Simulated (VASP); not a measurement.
# C (R-3m) in VASP: a series of runs

The runs below take C through single point, with PBE+D3(BJ).

Everything below comes from runs of VASP 6.6.1. Logs are shortened: lines on timing, memory, paths and dates and some standing lists are left out, and cuts for length are marked.

## 1. The cell of the first run

Symmetry: R-3m, No. 166, trigonal system. Conventional cell: a = 2.527 Å, b = 2.527 Å, c = 10.335 Å, α = 90.00°, β = 90.00°, γ = 120.00°. C (site symmetry 3m) has 3 C at 1.47 Å within 2.0 Å.

## 2. Single point, PBE+D3(BJ)

INCAR reads:

```
PREC = Accurate
ENCUT = 520
EDIFF = 1E-6
ISMEAR = 0
SIGMA = 0.05
LREAL = False
LASPH = True
NELM = 60
ALGO = Normal
ISIF = 2
LWAVE = False
LCHARG = False
GGA = PE
IVDW = 12
NBANDS = 11
```

KPOINTS reads:

```
Automatic mesh
0
Gamma
  15 15 15
```

POSCAR reads:

```
C
1.0
    1.2632929494      0.7293625244      3.4449600376
   -1.2632929494      0.7293625244      3.4449600376
    0.0000000000     -1.4587250488      3.4449600375
C
2
Direct
    0.1760175946      0.1760175946      0.1760175946
    0.8239824054      0.8239824054      0.8239824054
```

Potentials or basis: VASP PAW PBE potentials, release 64 (C).

On the command line:

```bash
> cat potpaw_PBE.64/C/POTCAR > POTCAR
> mpirun -np 1 vasp_std > vasp.out
```

OUTCAR:

```text
PREC = Accurate
   ENCUT = 520
   EDIFF = 1E-6
   ISMEAR = 0
   LREAL = False
   LASPH = True
   NELM = 60
   ISIF = 2
   GGA = PE
   IVDW = 12
 IVDW          = 12

 ion  position               nearest neighbor table
   1  0.176  0.176  0.176-   2 1.47   2 1.47   2 1.47
   2  0.824  0.824  0.824-   1 1.47   1 1.47   1 1.47

  LATTYP: Found a trigonal (rhomboedric) cell.
 ALAT       =     3.7410731654
 COS(alpha) =     0.7719417768

  Lattice vectors:

 A1 = (   1.2632929494,   0.7293625244,   3.4449600376)
 A2 = (  -1.2632929494,   0.7293625244,   3.4449600376)
 A3 = (   0.0000000000,  -1.4587250488,   3.4449600375)

Analysis of symmetry for initial positions (statically):
=====================================================================
 Subroutine PRICEL returns:
 Original cell was already a primitive cell.

 Routine SETGRP: Setting up the symmetry group for a
 trigonal (rhombohedral) supercell.

 Subroutine GETGRP returns: Found 12 space group operations
 (whereof 12 operations were pure point group operations)
 out of a pool of 12 trial point group operations.

The static configuration has the point symmetry D_3d.

Analysis of symmetry for dynamics (positions and initial velocities):
=====================================================================
 Subroutine PRICEL returns:
 Original cell was already a primitive cell.

 Routine SETGRP: Setting up the symmetry group for a
 trigonal (rhombohedral) supercell.

 Subroutine GETGRP returns: Found 12 space group operations
 (whereof 12 operations were pure point group operations)
 out of a pool of 12 trial point group operations.

The dynamic configuration has the point symmetry D_3d.

 Subroutine INISYM returns: Found 12 space group operations
 (whereof 12 operations are pure point group operations),
 and found     1 'primitive' translations

----------------------------------------------------------------------------------------

                                     Primitive cell

  volume of cell :      19.0451

  direct lattice vectors                    reciprocal lattice vectors
     1.263292949  0.729362524  3.444960038     0.395791016  0.228510050  0.096759710
    -1.263292949  0.729362524  3.444960038    -0.395791016  0.228510050  0.096759710
     0.000000000 -1.458725049  3.444960038     0.000000000 -0.457020099  0.096759710

  length of vectors
     3.741073165  3.741073165  3.741073165     0.467150739  0.467150739  0.467150739

  position of ions in fractional coordinates (direct lattice)
     0.176017595  0.176017595  0.176017595
     0.823982405  0.823982405  0.823982405

  ion indices of the primitive-cell ions
   primitive index   ion index
                 1           1
                 2           2

----------------------------------------------------------------------------------------

 KPOINTS: Automatic mesh

Automatic generation of k-mesh.
 Grid dimensions read from file:
 generate k-points for:   15   15   15

 Generating k-lattice:

  Cartesian coordinates                     Fractional coordinates (reciprocal lattice)
     0.026386068  0.015234003  0.006450647     0.066666667  0.000000000  0.000000000
    -0.026386068  0.015234003  0.006450647     0.000000000  0.066666667  0.000000000
     0.000000000 -0.030468007  0.006450647     0.000000000  0.000000000  0.066666667

  Length of vectors
     0.031143383  0.031143383  0.031143383

  Shift w.r.t. Gamma in fractional coordinates (k-lattice)
     0.000000000  0.000000000  0.000000000

 Subroutine IBZKPT returns following result:
 ===========================================

 Found    344 irreducible k-points:

 Following reciprocal coordinates:
            Coordinates               Weight
  0.000000  0.000000  0.000000      1.000000
  0.066667  0.000000  0.000000      6.000000
  0.133333 -0.000000 -0.000000      6.000000
  0.200000 -0.000000  0.000000      6.000000
  0.266667 -0.000000 -0.000000      6.000000
  0.333333  0.000000  0.000000      6.000000
[... 16 lines left out ...]
  0.133333  0.133333  0.000000      6.000000
  0.200000  0.133333  0.000000     12.000000
 [... further k-points ...]
   k-points           NKPTS =    344   k-points in BZ     NKDIM =    344   number of bands    NBANDS=     11
   number of dos      NEDOS =    301   number of ions     NIONS =      2
   total plane-waves  NPLWV =  21952
   dimension x,y,z NGX =    28 NGY =   28 NGZ =   28
   dimension x,y,z NGXF=    56 NGYF=   56 NGZF=   56
   ions per type =               2
   NGX,Y,Z   is equivalent  to a cutoff of  12.44, 12.44, 12.44 a.u.
   NGXF,Y,Z  is equivalent  to a cutoff of  24.89, 24.89, 24.89 a.u.
 SYSTEM =  unknown system
   PREC   = accura    normal or accurate (medium, high low for compatibility)
   ISTART =      0    job   : 0-new  1-cont  2-samecut
   ICHARG =      2    charge: 1-file 2-atom 10-const
   ISPIN  =      1    spin polarized calculation?
   LNONCOLLINEAR =      F non collinear calculations
   LSORBIT =      F    spin-orbit coupling
   LASPH  =      T    aspherical Exc in radial PAW
   ENCUT  =  520.0 eV  38.22 Ry    6.18 a.u.   6.96  6.96  6.96*2*pi/ulx,y,z
   NELM   =     60;   NELMIN=  2; NELMDL= -5     # of ELM steps
   EDIFF  = 0.1E-05   stopping-criterion for ELM
   LREAL  =      F    real-space projection
   EDIFFG = 0.1E-04   stopping-criterion for IOM
   NSW    =      0    number of steps for IOM
   IBRION =     -1    ionic relax: 0-MD 1-quasi-New 2-CG
   NFREE  =      0    steps in history (QN), initial steepest desc. (CG)
   ISIF   =      2    stress and relaxation
   ISYM   =      2    0-nonsym 1-usesym 2-fastsym
   POTIM  = 0.5000    time-step for ionic-motion
   TEBEG  =    0.0;   TEEND  =   0.0 temperature during run
   PSTRESS=    0.0 pullay stress
   NELECT =       8.0000    total number of electrons
   NUPDOWN=      -1.0000    fix difference up-down
   EMIN   =  10.00;   EMAX   =-10.00  energy-range for DOS
   EFERMI =   0.00;   METHOD = LEGACY
   ISMEAR =     0;   SIGMA  =   0.05  broadening in eV -4-tet -1-fermi 0-gaus
   EFERMI_NEDOS =   21; number of points for ismear=-14 and -15
   IALGO  =     38    algorithm
   IMIX   =      4    mixing-type and parameters
     AMIX     =   0.40;   BMIX     =  1.00
     AMIX_MAG =   1.60;   BMIX_MAG =  1.00
  volume/ion in A,a.u.               =       9.52        64.26
  Fermi-wavevector in a.u.,A,eV,Ry     =   1.226057  2.316911 20.452478  1.503215
  Thomas-Fermi vector in A             =   2.361072
   LORBIT       =      0    0 simple, 1 ext, 2 COOP (PROOUT), +10 PAW based schemes
   GGA     = PE    functional components
   LHFCALC =     F    Hartree Fock is set to
   AEXX    =    0.0000 exact exchange contribution
   IVDW    =    12    specifies the selected vdW correction
   LEPSILON=     F    determine dielectric tensor
   LRPA    =     F    only Hartree local field effects (RPA)
 non-spin polarized calculation
 Gauss-broadening in eV      SIGMA  =   0.05
  energy-cutoff  :      520.00
  volume of cell :       19.05
 maximum number of plane-waves:       524
   NGX = 13   NGY = 13   NGZ = 13

 number of electron       8.0000000 magnetization

 Free energy of the ion-electron system (eV)
  ---------------------------------------------------
  ext. energy  EPLUGINS =         0.00000000
  ---------------------------------------------------
  free energy    TOTEN  =       -18.04535430 eV

  energy without entropy =      -18.04535430  energy(sigma->0) =      -18.04535430

 E-fermi :   3.9142     XC(G=0): -10.0465

 val. band max:        3.7346503541   @ k =  -0.3333   0.3333   0.0000
 cond. band min:       4.0937677501   @ k =  -0.3333   0.3333   0.0000
 fundamental gap:      0.3591173959
 Fermi energy:         3.9141971841

 k-point     1 :       0.0000    0.0000    0.0000
  band No.  band energies     occupation
      1     -14.9399      2.00000
      2      -2.0461      2.00000
      3       1.2739      2.00000
      4       1.2739      2.00000
      5       7.5802      0.00000
      6      11.9058      0.00000
      7      11.9058      0.00000
      8      14.9005      0.00000
      9      15.1295      0.00000
     10      25.8980      0.00000
     11      28.4207      0.00000

 k-point     2 :       0.0667    0.0000    0.0000
  band No.  band energies     occupation
      1     -14.8368      2.00000
      2      -1.9479      2.00000
      3       0.8513      2.00000
      4       1.0693      2.00000
      5       7.6986      0.00000
      6      11.9499      0.00000
      7      12.3092      0.00000
      8      14.8316      0.00000
      9      15.1268      0.00000
     10      26.0925      0.00000
     11      27.5961      0.00000

 k-point     3 :       0.1333   -0.0000   -0.0000
  band No.  band energies     occupation
      1     -14.5281      2.00000
      2      -1.6593      2.00000
      3      -0.2585      2.00000
      4       0.5494      2.00000
      5       8.0341      0.00000
      6      11.9269      0.00000
      7      13.4127      0.00000
      8      14.0269      0.00000
      9      15.8536      0.00000
     10      25.2609      0.00000
     11      27.1302      0.00000

 k-point     4 :       0.2000   -0.0000    0.0000
  band No.  band energies     occupation
      1     -14.0166      2.00000
      2      -1.8319      2.00000
      3      -1.1188      2.00000
      4      -0.1028      2.00000
      5       8.4938      0.00000
      6      11.7314      0.00000
      7      12.9571      0.00000
      8      14.9881      0.00000
      9      17.0002      0.00000
     10      23.3276      0.00000
     11      26.3172      0.00000
[... 239 lines left out ...]
 k-point    22 :      -0.0667    0.0667    0.0000
  band No.  band energies     occupation
      1     -14.6343      2.00000
      2      -1.7204      2.00000
      3       0.1370      2.00000
      4       0.6553      2.00000
      5       7.8596      0.00000
      6      12.1136      0.00000
      7      12.8597      0.00000
      8      14.2870      0.00000
      9      15.6511      0.00000
     10      25.8206      0.00000
     11      26.3871      0.00000

 k-point    23 :       0.1333    0.1333    0.0000
  band No.  band energies     occupation
      1     -14.5144      2.00000
      2      -1.7837      2.00000
      3      -0.2456      2.00000
      4       0.5371      2.00000
      5       8.2628      0.00000
      6      11.8787      0.00000
      7      13.4215      0.00000
      8      14.0543      0.00000
      9      15.8744      0.00000
     10      25.0603      0.00000
     11      26.8009      0.00000

 k-point    24 :       0.2000    0.1333    0.0000
  band No.  band energies     occupation
      1     -14.2010      2.00000
      2      -1.5785      2.00000
      3      -1.0442      2.00000
      4      -0.0312      2.00000
      5       8.6215      0.00000
      6      12.1174      0.00000
      7      13.4484      0.00000
      8      13.8812      0.00000
      9      16.7647      0.00000
     10      23.6621      0.00000
     11      26.6610      0.00000

 [... further k-points ...]

------------------------ aborting loop because EDIFF is reached ----------------------------------------

 Edisp (eV)   -0.29743

 E8    (eV) :    -0.0841

  FORCE on cell =-STRESS in cart. coord.  units (eV):
  Direction    XX          YY          ZZ          XY          YZ          ZX
  --------------------------------------------------------------------------------------
  -------------------------------------------------------------------------------------
  Total      -3.14515    -3.14515    -0.68177    -0.00000    -0.00000     0.00000
  in kB    -264.58747  -264.58747   -57.35456    -0.00000    -0.00000     0.00000
  external pressure =     -195.51 kB  Pullay stress =        0.00 kB

 VOLUME and BASIS-vectors are now :
 -----------------------------------------------------------------------------
  energy-cutoff  :      520.00
  volume of cell :       19.05
      direct lattice vectors                 reciprocal lattice vectors
     1.263292949  0.729362524  3.444960038     0.395791016  0.228510050  0.096759710
    -1.263292949  0.729362524  3.444960038    -0.395791016  0.228510050  0.096759710
     0.000000000 -1.458725049  3.444960038     0.000000000 -0.457020099  0.096759710

 POSITION                                       TOTAL-FORCE (eV/Angst)
 -----------------------------------------------------------------------------------
      0.00000      0.00000      1.81912         0.000000      0.000000     -3.216454
      0.00000      0.00000      8.51576         0.000000     -0.000000      3.216454
 -----------------------------------------------------------------------------------
    total drift:                                0.000000     -0.000000      0.000000

  FREE ENERGIE OF THE ION-ELECTRON SYSTEM (eV)
  ---------------------------------------------------
  free  energy   TOTEN  =       -18.3427804009 eV

  energy  without entropy=      -18.3427804004  energy(sigma->0) =      -18.34278040
```

It took 38 s on 1 thread of Intel Xeon 6975P-C (Granite Rapids), shared host; peak memory 0.2 GiB.

What came out:

| Item | Value |
| --- | --- |
| Free energy | -18.3428 eV |
| Pressure | -19.6 GPa |
| Largest force | 3.216 eV/Å |
| Band gap on the k mesh | 0.36 eV, direct |
| Dispersion energy per atom | -0.149 eV |

Forces in eV/Å, atoms in the order of the input:
```
C    0.000  0.000 -3.216
C    0.000  0.000  3.216
```

Stress tensor (GPa, compression positive):
```
-26.46   0.00   0.00
  0.00 -26.46   0.00
  0.00   0.00  -5.74
```

Levels at points of the mesh, in eV from the valence-band top:
```
           k point  band 2  band 3  band 4  band 5  band 6  band 7
(0.00, 0.00, 0.00)   -5.78   -2.46   -2.46    3.85    8.17    8.17
```

Caveat: forces of over 1 eV/Å act on the atoms, so gaps and moduli don't describe the material at rest.

(Part 1 of 2 ends here.)
